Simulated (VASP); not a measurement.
# Bi (P6_3/mmc) in VASP: a series of runs, part 3 of 3

VASP 6.6.1. The steps go on from the part before.

**5. Single point, PBEsol (28.86 Å³/atom)**

This run uses another cell than the first one, of 28.86 Å³/atom.

File INCAR:

```
SYSTEM = Bi
ALGO = Normal
EDIFF = 1E-7
ENCUT = 520
GGA = PS
ISIF = 2
ISMEAR = -1
LASPH = .True.
LCHARG = .False.
LREAL = .False.
LWAVE = .False.
NBANDS = 22
NELM = 80
PREC = Accurate
SIGMA = 0.1
```

File KPOINTS:

```
k-points
0
Gamma
  12 12 6
  0 0 0
```

File POSCAR:

```
Bi
1.0
    3.4382551775      0.0000000000      0.0000000000
   -1.7191275888      2.9776163284      0.0000000000
    0.0000000000      0.0000000000      5.6381157802
Bi
2
Direct
    0.3333333333      0.6666666667      0.2500000000
    0.6666666667      0.3333333333      0.7500000000
```

Potentials or basis: VASP PAW PBE potentials, release 64 (Bi_d).

Run with:

```sh
$ cat potpaw_PBE.64/Bi_d/POTCAR > POTCAR
$ mpirun -np 1 vasp_std > vasp.out
```

OUTCAR:

```text
SYSTEM = Bi
   EDIFF = 1E-7
   ENCUT = 520
   GGA = PS
   ISIF = 2
   ISMEAR = -1
   LASPH = .True.
   LREAL = .False.
   NELM = 80
   PREC = Accurate

 ion  position               nearest neighbor table
   1  0.333  0.667  0.250-   2 3.45   2 3.45   2 3.45   2 3.45   2 3.45   2 3.45
   2  0.667  0.333  0.750-   1 3.45   1 3.45   1 3.45   1 3.45   1 3.45   1 3.45

  LATTYP: Found a hexagonal cell.
 ALAT       =     3.4382551775
 C/A-ratio  =     1.6398188875

  Lattice vectors:

 A1 = (   3.4382551775,   0.0000000000,   0.0000000000)
 A2 = (  -1.7191275888,   2.9776163284,   0.0000000000)
 A3 = (   0.0000000000,   0.0000000000,   5.6381157802)

Analysis of symmetry for initial positions (statically):
=====================================================================
 Subroutine PRICEL returns:
 Original cell was already a primitive cell.

 Routine SETGRP: Setting up the symmetry group for a
 hexagonal supercell.

 Subroutine GETGRP returns: Found 24 space group operations
 (whereof 12 operations were pure point group operations)
 out of a pool of 24 trial point group operations.

The static configuration has the point symmetry D_3d.
 The point group associated with its full space group is D_6h.

Analysis of symmetry for dynamics (positions and initial velocities):
=====================================================================
 Subroutine PRICEL returns:
 Original cell was already a primitive cell.

 Routine SETGRP: Setting up the symmetry group for a
 hexagonal supercell.

 Subroutine GETGRP returns: Found 24 space group operations
 (whereof 12 operations were pure point group operations)
 out of a pool of 24 trial point group operations.

The dynamic configuration has the point symmetry D_3d.
 The point group associated with its full space group is D_6h.

 Subroutine INISYM returns: Found 24 space group operations
 (whereof 12 operations are pure point group operations),
 and found     1 'primitive' translations

[... 108 lines left out ...]
   EFERMI =   0.00;   METHOD = LEGACY
   ISMEAR =    -1;   SIGMA  =   0.10  broadening in eV -4-tet -1-fermi 0-gaus
   EFERMI_NEDOS =   21; number of points for ismear=-14 and -15
   IALGO  =     38    algorithm
   IMIX   =      4    mixing-type and parameters
     AMIX     =   0.40;   BMIX     =  1.00
     AMIX_MAG =   1.60;   BMIX_MAG =  1.00
  volume/ion in A,a.u.               =      28.86       194.76
  Fermi-wavevector in a.u.,A,eV,Ry     =   1.316240  2.487332 23.571914  1.732487
  Thomas-Fermi vector in A             =   2.446366
   LORBIT       =      0    0 simple, 1 ext, 2 COOP (PROOUT), +10 PAW based schemes
   GGA     = PS    functional components
   LHFCALC =     F    Hartree Fock is set to
   AEXX    =    0.0000 exact exchange contribution
   IVDW    =     0    specifies the selected vdW correction
   LEPSILON=     F    determine dielectric tensor
   LRPA    =     F    only Hartree local field effects (RPA)
 non-spin polarized calculation
  energy-cutoff  :      520.00
  volume of cell :       57.72
 maximum number of plane-waves:      1578
 NGX is ok and might be reduce to    28
   NGX = 13   NGY = 13   NGZ = 21

 number of electron      30.0000005 magnetization

 Free energy of the ion-electron system (eV)
  ---------------------------------------------------
  ext. energy  EPLUGINS =         0.00000000
  ---------------------------------------------------
  free energy    TOTEN  =        -8.43572561 eV

  energy without entropy =       -8.40292988  energy(sigma->0) =       -8.41932775

 E-fermi :   8.7975     XC(G=0): -10.8047

 val. band max:        8.7311828882   @ k =   0.4167   0.0833   0.1667
 cond. band min:       8.8529687580   @ k =   0.1667   0.0833   0.3333
 fundamental gap:      0.1217858698
 Fermi energy:         8.7975432981

 k-point     1 :       0.0000    0.0000    0.0000
  band No.  band energies     occupation
      1     -14.2723      2.00000
      2     -14.2666      2.00000
      3     -14.2474      2.00000
      4     -14.2474      2.00000
      5     -14.2356      2.00000
      6     -14.2356      2.00000
[... 589 lines left out ...]
     21      17.3671      0.00000
     22      18.8812      0.00000

 [... further k-points ...]

------------------------ aborting loop because EDIFF is reached ----------------------------------------

  FORCE on cell =-STRESS in cart. coord.  units (eV):
  Direction    XX          YY          ZZ          XY          YZ          ZX
  --------------------------------------------------------------------------------------
  -------------------------------------------------------------------------------------
  Total        0.8131663      0.8131663      1.0874315     -0.0000000     -0.0000000      0.0000000
  in kB       22.5709127     22.5709127     30.1836429     -0.0000000     -0.0000000      0.0000000
  external PRESSURE =      25.1084894 kB  Pullay stress =       0.0000000 kB

 VOLUME and BASIS-vectors are now :
 -----------------------------------------------------------------------------
  energy-cutoff  :      520.00
  volume of cell :       57.72
      direct lattice vectors                 reciprocal lattice vectors
     3.438255177  0.000000000  0.000000000     0.290845196  0.167919552  0.000000000
    -1.719127589  2.977616328  0.000000000     0.000000000  0.335839104  0.000000000
     0.000000000  0.000000000  5.638115780     0.000000000  0.000000000  0.177364219

 POSITION                                       TOTAL-FORCE (eV/Angst)
 -----------------------------------------------------------------------------------
     -0.00000      1.98508      1.40953         0.000000      0.000000      0.000000
      1.71913      0.99254      4.22859        -0.000000     -0.000000      0.000000
 -----------------------------------------------------------------------------------
    total drift:                                0.000000     -0.000000      0.000000

  FREE ENERGIE OF THE ION-ELECTRON SYSTEM (eV)
  ---------------------------------------------------
  free  energy   TOTEN  =        -8.4357256105 eV

  energy  without entropy=       -8.4029298825  energy(sigma->0) =       -8.41932775
```

OSZICAR:

```text
N       E                     dE             d eps       ncg     rms          rms(c)
DAV:   1     0.307437224653E+03    0.30744E+03   -0.16192E+04  3344   0.176E+03
DAV:   2     0.173282248229E+02   -0.29011E+03   -0.28241E+03  3404   0.452E+02
DAV:   3    -0.758636509527E+01   -0.24915E+02   -0.24548E+02  4044   0.143E+02
DAV:   4    -0.842099608356E+01   -0.83463E+00   -0.83414E+00  4176   0.280E+01
DAV:   5    -0.845475121889E+01   -0.33755E-01   -0.33754E-01  4722   0.511E+00    0.662E-01
DAV:   6    -0.844007693196E+01    0.14674E-01   -0.26703E-02  4304   0.192E+00    0.359E-01
DAV:   7    -0.843588119679E+01    0.41957E-02   -0.12026E-02  4282   0.126E+00    0.113E-01
DAV:   8    -0.843572257055E+01    0.15863E-03   -0.72897E-04  4166   0.336E-01    0.962E-03
DAV:   9    -0.843572712301E+01   -0.45525E-05   -0.23914E-05  4994   0.393E-02    0.489E-03
DAV:  10    -0.843572559893E+01    0.15241E-05   -0.72068E-07  3962   0.817E-03    0.379E-04
DAV:  11    -0.843572561053E+01   -0.11608E-07   -0.68592E-08  2482   0.349E-03
   1 F= -.84357256E+01 E0= -.84193277E+01  d E =-.327957E-01
```

stdout:

```text
POSCAR found type information on POSCAR Bi
 POSCAR found :  1 types and       2 ions
 scaLAPACK will be used
 -----------------------------------------------------------------------------
|                                                                             |
|                                                                             |
|     You enforced a specific xc type in the INCAR file but a different       |
|     I HOPE YOU KNOW WHAT YOU ARE DOING!                                     |
|                                                                             |
 -----------------------------------------------------------------------------

 LDA part: xc-table for (Slater+PW92), standard interpolation
 POSCAR, INCAR and KPOINTS ok, starting setup
 FFT: planning ... GRIDC
 FFT: planning ... GRID_SOFT
 FFT: planning ... GRID
 WAVECAR not read
 entering main loop
```

Wall time 33 s (1 thread of Intel Xeon 6975P-C (Granite Rapids), shared host); peak memory 0.22 GiB.

What came out:

* Free energy: -8.4357 eV
* Pressure: 2.5 GPa
* Band gap on the k mesh: zero (bands 15 and 16 overlap by 7.62 eV)

Stress tensor (GPa, compression positive):
```
2.26 0.00 0.00
0.00 2.26 0.00
0.00 0.00 3.02
```

Levels at points of the mesh, in eV from the Fermi level:
```csv
k point,band 13,band 14,band 15,band 16,band 17,band 18
"(0.00, 0.00, 0.00)",-5.78,3.72,3.72,5.44,5.44,5.50
"(0.50, 0.00, 0.00)",-4.75,-3.25,-2.17,0.13,0.39,3.70
"(0.00, 0.00, 0.50)",-1.14,-1.14,4.53,4.53,4.53,4.53
"(0.50, 0.00, 0.50)",-5.28,-5.28,1.66,1.66,1.68,1.68
```

Caveat: the PAW data sets were made with another functional, which shifts forces and pressure a little; spin-orbit coupling is left out, which moves the levels of the heavy elements.

**6. Single point, PBEsol (33.67 Å³/atom)**

This run uses another cell than the first one, of 33.67 Å³/atom.

File INCAR:

```
ALGO = Normal
EDIFF = 1E-7
ENCUT = 520
GGA = PS
ISIF = 2
ISMEAR = -1
LASPH = True
LCHARG = True
LELF = True
LREAL = False
LVHAR = True
LWAVE = False
NBANDS = 22
NELM = 100
PREC = Accurate
SIGMA = 0.1
```

File KPOINTS:

```
k-points
0
Gamma
  12 12 6
```

File POSCAR:

```
Bi
1.0
    3.6195426816      0.0000000000      0.0000000000
   -1.8097713408      3.1346159124      0.0000000000
    0.0000000000      0.0000000000      5.9353944535
Bi
2
Direct
    0.3333333333      0.6666666667      0.2500000000
    0.6666666667      0.3333333333      0.7500000000
```

Potentials or basis: VASP PAW PBE potentials, release 64 (Bi_d).

Run with:

```sh
$ cat potpaw_PBE.64/Bi_d/POTCAR > POTCAR
$ mpirun -np 1 vasp_std > vasp.out
```

It took 38 s on 1 thread of Intel Xeon 6975P-C (Granite Rapids), shared host; peak memory 0.23 GiB.

It converged, with:

- Free energy: -8.3186 eV
- Pressure: -5.4 GPa
- Band gap on the k mesh: zero (bands 15 and 16 overlap by 6.25 eV)

Stress tensor (GPa, compression positive):
```
-5.73  0.00  0.00
 0.00 -5.73  0.00
 0.00  0.00 -4.79
```

Levels at points of the mesh, in eV from the Fermi level:
```csv
k point,band 12,band 13,band 14,band 15,band 16,band 17,band 18,band 19
"(0.00, 0.00, 0.00)",-10.66,-4.85,3.05,3.05,4.42,4.42,4.45,6.65
"(0.50, 0.00, 0.00)",-9.80,-4.13,-2.80,-1.77,0.26,0.38,3.04,4.76
"(0.00, 0.00, 0.50)",-12.17,-1.14,-1.14,3.70,3.70,3.70,3.70,7.57
"(0.50, 0.00, 0.50)",-10.21,-4.43,-4.43,1.33,1.33,1.44,1.44,5.44
```

Caveat: the cell stands under tension; the PAW data sets were made with another functional, which shifts forces and pressure a little; spin-orbit coupling is left out, which moves the levels of the heavy elements.

**7. Relaxation of cell and atoms, PBEsol**

This run uses another cell than the first one, of 31.85 Å³/atom.

File INCAR:

```
SYSTEM = Bi
ALGO     = Normal         ! electronic algorithm
EDIFF    = 1E-6           ! SCF threshold, eV
EDIFFG   = -0.01          ! ionic threshold
ENCUT    = 600            ! plane-wave cutoff, eV
GGA      = PS             ! functional
IBRION   = 2              ! ionic algorithm
ISIF     = 3              ! what is computed and relaxed
ISMEAR   = -1             ! smearing method
LASPH    = .TRUE.         ! aspherical terms in the spheres
LCHARG   = .FALSE.        ! write CHGCAR
LREAL    = .FALSE.        ! projectors in reciprocal space
LWAVE    = .FALSE.        ! write WAVECAR
NELM     = 100            ! most SCF steps
NSW      = 80             ! ionic steps
PREC     = Accurate       ! precision mode
SIGMA    = 0.1            ! smearing width, eV
```

File KPOINTS:

```
k-points
0
G
  10 10 6
  0 0 0
```

File POSCAR:

```
Bi
1.0
    3.5579831475      0.0000000000      0.0000000000
   -1.7789915738      3.0813037920      0.0000000000
    0.0000000000      0.0000000000      5.8101864799
Bi
2
Direct
    0.3333333333      0.6666666667      0.2500000000
    0.6666666667      0.3333333333      0.7500000000
```

Run with:

```sh
$ cat potpaw_PBE.64/Bi_d/POTCAR > POTCAR
$ mpirun -np 1 vasp_std > vasp.out
```

Wall time 76 s (1 thread of Intel Xeon 6975P-C (Granite Rapids), shared host); peak memory 0.23 GiB.

It converged, with:

```yaml
Free_energy: -8.4541 eV
Relaxed_volume: 30.09 Å³/atom
Relaxed_cell: a = 3.487 Å, b = 3.487 Å, c = 5.716 Å, α = 90.00°, β = 90.00°, γ = 120.00°
Space_group_after_relaxing_to_0.1_Å: P6_3/mmc (No. 194)
Energy_gained_by_relaxing: 18.2 meV/atom
Ionic_steps: 5
Pressure_after_relaxing: 0.0 GPa
Band_gap_on_the_k_mesh: zero (bands 15 and 16 overlap by 6.89 eV)
```

Step by step:
| step | energy change (eV) | largest force (eV/Å) | pressure (GPa) | volume (Å³) |
| --- | --- | --- | --- | --- |
| 1 | 0.0000 | 0.0000 | -3.08 | 63.70 |
| 2 | -0.0242 | 0.0000 | 2.11 | 58.22 |
| 3 | -0.0365 | 0.0000 | -0.01 | 60.13 |
| 4 | -0.0364 | 0.0000 | 0.08 | 60.06 |
| 5 | -0.0365 | 0.0000 | -0.02 | 60.18 |

Final structure:
```
Bi
1.0
     3.48661    0.00000    0.00000
    -1.74330    3.01949    0.00000
     0.00000    0.00000    5.71597
Bi
2
Direct
  0.33333 0.66667 0.25000
  0.66667 0.33333 0.75000
```

Levels at points of the mesh, in eV from the Fermi level:
```tsv
k point	band 13	band 14	band 15	band 16	band 17	band 18
(0.00, 0.00, 0.00)	-5.52	3.53	3.53	5.14	5.14	5.20
(0.50, 0.00, 0.00)	-4.59	-3.13	-2.06	0.17	0.38	3.51
(0.00, 0.00, 0.50)	-1.15	-1.15	4.29	4.29	4.29	4.29
(0.50, 0.00, 0.50)	-5.04	-5.04	1.56	1.56	1.61	1.61
```

Caveat: the PAW data sets were made with another functional, which shifts forces and pressure a little; spin-orbit coupling is left out, which moves the levels of the heavy elements.

**8. Overview**

| task | cell | k mesh | cutoff (eV) | gap on the mesh (eV) | pressure (GPa) |
| --- | --- | --- | --- | --- | --- |
| single point | a = 3.485, b = 3.485, c = 5.715 Å, angles 90.0, 90.0, 120.0°, 2 atoms | 10 × 10 × 6 | 520 | none | -0.1 |
| single point | a = 3.340, b = 3.340, c = 5.477 Å, angles 90.0, 90.0, 120.0°, 2 atoms | 12 × 12 × 6 | 520 | none | 10.1 |
| single point | a = 3.390, b = 3.390, c = 5.559 Å, angles 90.0, 90.0, 120.0°, 2 atoms | 12 × 12 × 6 | 520 | none | 5.9 |
| single point | a = 3.438, b = 3.438, c = 5.638 Å, angles 90.0, 90.0, 120.0°, 2 atoms | 12 × 12 × 6 | 520 | none | 2.5 |
| single point | a = 3.620, b = 3.620, c = 5.935 Å, angles 90.0, 90.0, 120.0°, 2 atoms | 12 × 12 × 6 | 520 | none | -5.4 |
| relaxation of cell and atoms | relaxed from a = 3.558, b = 3.558, c = 5.810 Å, angles 90.0, 90.0, 120.0°, 2 atoms | 10 × 10 × 6 | 600 | none | 0.0 |

Alike in all rows: level PBEsol; potentials or basis VASP PAW PBE potentials, release 64 (Bi_d); no spin polarisation; smearing fermi-dirac 0.1 eV.

Caveats: the PAW data sets were made with another functional, which shifts forces and pressure a little; spin-orbit coupling is left out, which moves the levels of the heavy elements; the cell stands under pressure (at least some runs); the cell stands under tension (at least some runs).

Total energies depend on the potentials used, so only differences within one code and one set of settings carry meaning.
